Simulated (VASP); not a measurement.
# LiF (P6_3mc) in VASP: further runs

Runs on LiF. Level: LDA. Tasks: single point.

Program: VASP 6.6.1. These are calculated values, not measurements. Logs are shortened: lines on timing, memory, paths and dates and some standing lists are left out, and cuts for length are marked.

## 1. The cell of the first run

Symmetry: P6_3mc, No. 186, hexagonal system. The conventional cell has a = 3.133 Å, b = 3.133 Å, c = 5.055 Å, α = 90.00°, β = 90.00°, γ = 120.00°. Li (site symmetry 3m) has 4 F at 1.89 to 1.99 Å within 2.5 Å. Within 2.5 Å of F (site symmetry 3m) lie 4 Li at 1.89 to 1.99 Å.

## 2. Single point, LDA (volume 10.743 Å^3 an atom, c/a of the conventional cell 1.6136)

INCAR

```
  ALGO = Normal
  EDIFF = 1E-6
  ENCUT = 520
  ISIF = 2
  ISMEAR = 0
  LASPH = True
  LCHARG = True
  LELF = True
  LREAL = False
  LVHAR = True
  LWAVE = False
  NBANDS = 18
  NELM = 100
  PREC = Accurate
  SIGMA = 0.05
```

KPOINTS

```
k-points
0
Gamma
  9 9 6
```

POSCAR

```
LiF
1.0
    3.1329467744      0.0000000000      0.0000000000
   -1.5664733872      2.7132114953      0.0000000000
    0.0000000000      0.0000000000      5.0553229152
Li F
2 2
Direct
    0.3333333333      0.6666666667      0.3839784076
    0.6666666667      0.3333333333      0.8839784076
    0.3333333333      0.6666666667      0.9910195924
    0.6666666667      0.3333333333      0.4910195924
```

Potentials or basis: VASP PAW LDA potentials, release 64 (Li_sv, F).

Run with:

```bash
$ cat potpaw_LDA.64/Li_sv/POTCAR potpaw_LDA.64/F/POTCAR > POTCAR
$ mpirun -np 1 vasp_std > vasp.out
```

OUTCAR:

```text
EDIFF = 1E-6
   ENCUT = 520
   ISIF = 2
   ISMEAR = 0
   LASPH = True
   LREAL = False
   NELM = 100
   PREC = Accurate

 ion  position               nearest neighbor table
   1  0.333  0.667  0.384-   4 1.89   4 1.89   4 1.89   3 1.99
   2  0.667  0.333  0.884-   3 1.89   3 1.89   3 1.89   4 1.99
   3  0.333  0.667  0.991-   2 1.89   2 1.89   2 1.89   1 1.99
   4  0.667  0.333  0.491-   1 1.89   1 1.89   1 1.89   2 1.99

  LATTYP: Found a hexagonal cell.
 ALAT       =     3.1329467744
 C/A-ratio  =     1.6136000000

  Lattice vectors:

 A1 = (   3.1329467744,   0.0000000000,   0.0000000000)
 A2 = (  -1.5664733872,   2.7132114953,   0.0000000000)
 A3 = (   0.0000000000,   0.0000000000,   5.0553229152)

Analysis of symmetry for initial positions (statically):
=====================================================================
 Subroutine PRICEL returns:
 Original cell was already a primitive cell.

 Routine SETGRP: Setting up the symmetry group for a
 hexagonal supercell.

 Subroutine GETGRP returns: Found 12 space group operations
 (whereof  6 operations were pure point group operations)
 out of a pool of 24 trial point group operations.

The static configuration has the point symmetry C_3v.
 The point group associated with its full space group is C_6v.

Analysis of symmetry for dynamics (positions and initial velocities):
=====================================================================
 Subroutine PRICEL returns:
 Original cell was already a primitive cell.

 Routine SETGRP: Setting up the symmetry group for a
 hexagonal supercell.

 Subroutine GETGRP returns: Found 12 space group operations
 (whereof  6 operations were pure point group operations)
 out of a pool of 24 trial point group operations.

The dynamic configuration has the point symmetry C_3v.
 The point group associated with its full space group is C_6v.

 Subroutine INISYM returns: Found 12 space group operations
 (whereof  6 operations are pure point group operations),
 and found     1 'primitive' translations

----------------------------------------------------------------------------------------

                                     Primitive cell

  volume of cell :      42.9720

  direct lattice vectors                    reciprocal lattice vectors
     3.132946774  0.000000000  0.000000000     0.319188314  0.184283459  0.000000000
    -1.566473387  2.713211495  0.000000000     0.000000000  0.368566918  0.000000000
     0.000000000  0.000000000  5.055322915     0.000000000  0.000000000  0.197811300

  length of vectors
     3.132946774  3.132946774  5.055322915     0.368566918  0.368566918  0.197811300

  position of ions in fractional coordinates (direct lattice)
     0.333333333  0.666666667  0.383978408
     0.666666667  0.333333333  0.883978408
     0.333333333  0.666666667  0.991019592
     0.666666667  0.333333333  0.491019592

  ion indices of the primitive-cell ions
   primitive index   ion index
                 1           1
                 2           2
                 3           3
                 4           4

----------------------------------------------------------------------------------------

 KPOINTS: k-points

Automatic generation of k-mesh.
 Grid dimensions read from file:
 generate k-points for:    9    9    6

 Generating k-lattice:

  Cartesian coordinates                     Fractional coordinates (reciprocal lattice)
     0.035465368  0.020475940  0.000000000     0.111111111  0.000000000  0.000000000
     0.000000000  0.040951880  0.000000000     0.000000000  0.111111111  0.000000000
     0.000000000  0.000000000  0.032968550     0.000000000  0.000000000  0.166666667

  Length of vectors
     0.040951880  0.040951880  0.032968550

  Shift w.r.t. Gamma in fractional coordinates (k-lattice)
     0.000000000  0.000000000  0.000000000

 Subroutine IBZKPT returns following result:
 ===========================================

 Found     48 irreducible k-points:

 Following reciprocal coordinates:
            Coordinates               Weight
  0.000000  0.000000  0.000000      1.000000
  0.111111  0.000000  0.000000      6.000000
  0.222222 -0.000000  0.000000      6.000000
  0.333333  0.000000  0.000000      6.000000
  0.444444 -0.000000  0.000000      6.000000
  0.111111  0.111111  0.000000      6.000000
[... 16 lines left out ...]
  0.333333  0.222222  0.166667     24.000000
  0.333333  0.333333  0.166667      4.000000
 [... further k-points ...]
   k-points           NKPTS =     48   k-points in BZ     NKDIM =     48   number of bands    NBANDS=     18
   number of dos      NEDOS =    301   number of ions     NIONS =      4
   total plane-waves  NPLWV =  23040
   dimension x,y,z NGX =    24 NGY =   24 NGZ =   40
   dimension x,y,z NGXF=    48 NGYF=   48 NGZF=   80
   ions per type =               2   2
   NGX,Y,Z   is equivalent  to a cutoff of  12.74, 12.74, 13.15 a.u.
   NGXF,Y,Z  is equivalent  to a cutoff of  25.47, 25.47, 26.31 a.u.
 SYSTEM =  unknown system
   PREC   = accura    normal or accurate (medium, high low for compatibility)
   ISTART =      0    job   : 0-new  1-cont  2-samecut
   ICHARG =      2    charge: 1-file 2-atom 10-const
   ISPIN  =      1    spin polarized calculation?
   LNONCOLLINEAR =      F non collinear calculations
   LSORBIT =      F    spin-orbit coupling
   LASPH  =      T    aspherical Exc in radial PAW
   ENCUT  =  520.0 eV  38.22 Ry    6.18 a.u.   5.83  5.83  9.40*2*pi/ulx,y,z
   NELM   =    100;   NELMIN=  2; NELMDL= -5     # of ELM steps
   EDIFF  = 0.1E-05   stopping-criterion for ELM
   LREAL  =      F    real-space projection
   EDIFFG = 0.1E-04   stopping-criterion for IOM
   NSW    =      0    number of steps for IOM
   IBRION =     -1    ionic relax: 0-MD 1-quasi-New 2-CG
   NFREE  =      0    steps in history (QN), initial steepest desc. (CG)
   ISIF   =      2    stress and relaxation
   ISYM   =      2    0-nonsym 1-usesym 2-fastsym
   POTIM  = 0.5000    time-step for ionic-motion
   TEBEG  =    0.0;   TEEND  =   0.0 temperature during run
   PSTRESS=    0.0 pullay stress
   NELECT =      20.0000    total number of electrons
   NUPDOWN=      -1.0000    fix difference up-down
   EMIN   =  10.00;   EMAX   =-10.00  energy-range for DOS
   EFERMI =   0.00;   METHOD = LEGACY
   ISMEAR =     0;   SIGMA  =   0.05  broadening in eV -4-tet -1-fermi 0-gaus
   EFERMI_NEDOS =   21; number of points for ismear=-14 and -15
   IALGO  =     38    algorithm
   IMIX   =      4    mixing-type and parameters
     AMIX     =   0.40;   BMIX     =  1.00
     AMIX_MAG =   1.60;   BMIX_MAG =  1.00
  volume/ion in A,a.u.               =      10.74        72.50
  Fermi-wavevector in a.u.,A,eV,Ry     =   1.268692  2.397481 21.899668  1.609580
  Thomas-Fermi vector in A             =   2.401773
   LORBIT       =      0    0 simple, 1 ext, 2 COOP (PROOUT), +10 PAW based schemes
   GGA     = CA    functional components
   LHFCALC =     F    Hartree Fock is set to
   AEXX    =    0.0000 exact exchange contribution
   IVDW    =     0    specifies the selected vdW correction
   LEPSILON=     F    determine dielectric tensor
   LRPA    =     F    only Hartree local field effects (RPA)
 non-spin polarized calculation
 Gauss-broadening in eV      SIGMA  =   0.05
  energy-cutoff  :      520.00
  volume of cell :       42.97
 maximum number of plane-waves:      1182
 NGX is ok and might be reduce to    24
   NGX = 11   NGY = 11   NGZ = 19

 number of electron      19.9999979 magnetization

 Free energy of the ion-electron system (eV)
  ---------------------------------------------------
  ext. energy  EPLUGINS =         0.00000000
  ---------------------------------------------------
  free energy    TOTEN  =       -20.66086974 eV

  energy without entropy =      -20.66086974  energy(sigma->0) =      -20.66086974

 E-fermi :  -2.8785     XC(G=0):  -9.1863

 val. band max:       -3.1252107719   @ k =   0.0000   0.0000   0.0000
 cond. band min:       3.9639671317   @ k =   0.0000   0.0000   0.0000
 fundamental gap:      7.0891779035
 Fermi energy:        -2.8785330900

 k-point     1 :       0.0000    0.0000    0.0000
  band No.  band energies     occupation
      1     -42.6335      2.00000
      2     -42.6038      2.00000
      3     -22.0106      2.00000
      4     -21.8066      2.00000
      5      -5.1426      2.00000
      6      -3.5275      2.00000
[... 10 lines left out ...]
     17      15.4956      0.00000
     18      15.5688      0.00000

 k-point     2 :       0.1111    0.0000    0.0000
  band No.  band energies     occupation
      1     -42.6303      2.00000
      2     -42.6021      2.00000
      3     -21.9963      2.00000
      4     -21.8024      2.00000
      5      -5.0776      2.00000
      6      -3.6585      2.00000
[... 10 lines left out ...]
     17      15.6696      0.00000
     18      15.7355      0.00000

 k-point     3 :       0.2222   -0.0000    0.0000
  band No.  band energies     occupation
      1     -42.6218      2.00000
      2     -42.5982      2.00000
      3     -21.9569      2.00000
      4     -21.7944      2.00000
      5      -4.9105      2.00000
      6      -4.0252      2.00000
[... 10 lines left out ...]
     17      15.7306      0.00000
     18      15.7636      0.00000

 k-point     4 :       0.3333    0.0000    0.0000
  band No.  band energies     occupation
      1     -42.6115      2.00000
      2     -42.5945      2.00000
      3     -21.9059      2.00000
      4     -21.7901      2.00000
      5      -4.8145      2.00000
      6      -4.3147      2.00000
[... 375 lines left out ...]
      4     -21.7965      2.00000
      5      -4.7001      2.00000
      6      -4.5822      2.00000
[... 10 lines left out ...]
     17      15.2410      0.00000
     18      16.6355      0.00000

 k-point    23 :       0.3333    0.2222    0.1667
  band No.  band energies     occupation
      1     -42.5992      2.00000
      2     -42.5934      2.00000
      3     -21.8400      2.00000
      4     -21.8022      2.00000
      5      -4.9251      2.00000
      6      -4.4101      2.00000
[... 10 lines left out ...]
     17      14.6970      0.00000
     18      16.6461      0.00000

 k-point    24 :       0.3333    0.3333    0.1667
  band No.  band energies     occupation
      1     -42.5951      2.00000
      2     -42.5951      2.00000
      3     -21.8159      2.00000
      4     -21.8159      2.00000
      5      -4.9736      2.00000
      6      -4.2213      2.00000
[... 10 lines left out ...]
     17      14.3062      0.00000
     18      16.7056      0.00000

 [... further k-points ...]
[... 5 lines left out ...]
  --------------------------------------------------------------------------------------
  -------------------------------------------------------------------------------------
  Total       -1.7020548     -1.7020548     -2.2654706      0.0000000      0.0000000      0.0000000
  in kB      -63.4597786    -63.4597786    -84.4662964      0.0000000      0.0000000      0.0000000
  external PRESSURE =     -70.4619512 kB  Pullay stress =       0.0000000 kB

 VOLUME and BASIS-vectors are now :
 -----------------------------------------------------------------------------
  energy-cutoff  :      520.00
  volume of cell :       42.97
      direct lattice vectors                 reciprocal lattice vectors
     3.132946774  0.000000000  0.000000000     0.319188314  0.184283459  0.000000000
    -1.566473387  2.713211495  0.000000000     0.000000000  0.368566918  0.000000000
     0.000000000  0.000000000  5.055322915     0.000000000  0.000000000  0.197811300

 POSITION                                       TOTAL-FORCE (eV/Angst)
 -----------------------------------------------------------------------------------
     -0.00000      1.80881      1.94113         0.000000      0.000000     -0.108033
      1.56647      0.90440      4.46880         0.000000      0.000000     -0.108033
     -0.00000      1.80881      5.00992         0.000000     -0.000000      0.108033
      1.56647      0.90440      2.48226        -0.000000      0.000000      0.108033
 -----------------------------------------------------------------------------------
    total drift:                               -0.000000     -0.000000     -0.000590

  FREE ENERGIE OF THE ION-ELECTRON SYSTEM (eV)
  ---------------------------------------------------
  free  energy   TOTEN  =       -20.6608697441 eV

  energy  without entropy=      -20.6608697441  energy(sigma->0) =      -20.66086974
```

Wall time 26 s (1 thread of AMD EPYC 9R45 (Zen 5), shared host); peak memory 0.12 GiB.

What came out:

```
Free energy            : -20.6609 eV
Largest force          : 0.108 eV/Å
Band gap on the k mesh : 7.09 eV, direct
```

Forces on the atoms (eV/Å):
```
Li   0.000  0.000 -0.108
Li   0.000  0.000 -0.108
F    0.000  0.000  0.108
F    0.000  0.000  0.108
```

Caveat: the cutoff is under 1.25 times the usual one of these potentials, so pressure, stress and relaxed cells hold a basis-set (Pulay) error. A k mesh can miss the band edges.

## 3. Single point, LDA (volume 10.743 Å^3 an atom, c/a of the conventional cell 1.5376)

INCAR

```
PREC = Accurate
ENCUT = 520
EDIFF = 1E-6
ISMEAR = 0
SIGMA = 0.05
LREAL = False
LASPH = True
NELM = 60
ALGO = Normal
ISIF = 2
LWAVE = False
LCHARG = False
NBANDS = 18
```

KPOINTS

```
Automatic mesh
0
Gamma
  9 9 6
```

POSCAR

```
LiF
1.0
    3.1837477376      0.0000000000      0.0000000000
   -1.5918738688      2.7572064200      0.0000000000
    0.0000000000      0.0000000000      4.8952811163
Li F
2 2
Direct
    0.3333333333      0.6666666667      0.3839784076
    0.6666666667      0.3333333333      0.8839784076
    0.3333333333      0.6666666667      0.9910195924
    0.6666666667      0.3333333333      0.4910195924
```

Potentials or basis: VASP PAW LDA potentials, release 64 (Li_sv, F).

Run with:

```bash
$ cat potpaw_LDA.64/Li_sv/POTCAR potpaw_LDA.64/F/POTCAR > POTCAR
$ mpirun -np 1 vasp_std > vasp.out
```

It took 22 s on 1 thread of AMD EPYC 9R45 (Zen 5), shared host; peak memory 0.12 GiB.

The run converged. Its results:

```
Free energy            : -20.6676 eV
Largest force          : 0.032 eV/Å
Band gap on the k mesh : 7.05 eV, direct
```

Forces in eV/Å, atoms in the order of the input:
```
Li   0.000  0.000 -0.032
Li   0.000  0.000 -0.032
F    0.000  0.000  0.032
F    0.000  0.000  0.032
```

Levels at points of the mesh, in eV from the valence-band top:
```tsv
k point	band 6	band 7	band 8	band 9	band 10	band 11	band 12	band 13	band 14	band 15
(0.00, 0.00, 0.00)	-0.51	-0.51	-0.20	-0.20	0.00	7.05	11.27	14.24	17.31	17.31
(0.00, 0.00, 0.50)	-1.10	-0.36	-0.36	-0.36	-0.36	8.72	8.72	16.63	16.63	17.54
```

Caveat: the cutoff is under 1.25 times the usual one of these potentials, so pressure, stress and relaxed cells hold a basis-set (Pulay) error. A k mesh can miss the band edges.

(Continued in part 2 of 2.)
